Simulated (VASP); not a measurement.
Ru: single point with PBE

Ru:

```
Ru
1.0
     2.70580    0.00000    0.00000
    -1.35290    2.34329    0.00000
     0.00000    0.00000    4.65657
Ru
2
Direct
  0.33333 0.66667 0.25000
  0.66667 0.33333 0.75000
```

This cell differs from its parent crystal: strain +0.0875 x Voigt [0, 0, 1, 0, 0, 0].

* Program: VASP 6.6.1
* Task: single point
* Functional: PBE
* Potentials or basis: VASP PAW PBE potentials, release 64 (Ru_pv)
* Cutoff: 500 eV
* k mesh: 24 × 24 × 12
* Occupations: gaussian, width 0.15 eV
* Spin: no spin polarisation

The pressure is -16.9 GPa. The band gap on the k mesh is zero (bands 14 and 15 overlap by 2.56 eV).

Stress tensor (GPa, compression positive):
```
 -6.49   0.00   0.00
  0.00  -6.49   0.00
  0.00   0.00 -37.68
```

Levels at points of the mesh, in eV from the Fermi level:
```csv
k point,band 12,band 13,band 14,band 15,band 16,band 17
"(0.00, 0.00, 0.00)",-1.80,-1.80,-0.67,-0.67,0.39,1.06
"(0.50, 0.00, 0.00)",-1.70,-1.36,1.35,1.69,1.91,3.79
"(0.00, 0.00, 0.50)",-2.24,-2.24,-2.24,0.48,0.48,0.48
"(0.50, 0.00, 0.50)",-0.66,0.42,0.42,1.82,1.82,3.13
```

Wall time 82 s on 1 thread of Intel(R) Xeon(R) 6975P-C (Granite Rapids) (shared host), peak memory 0.3 GiB.

Caveat: the cell differs from its parent crystal (strain +0.0875 x Voigt [0, 0, 1, 0, 0, 0]); the cell stands under tension.
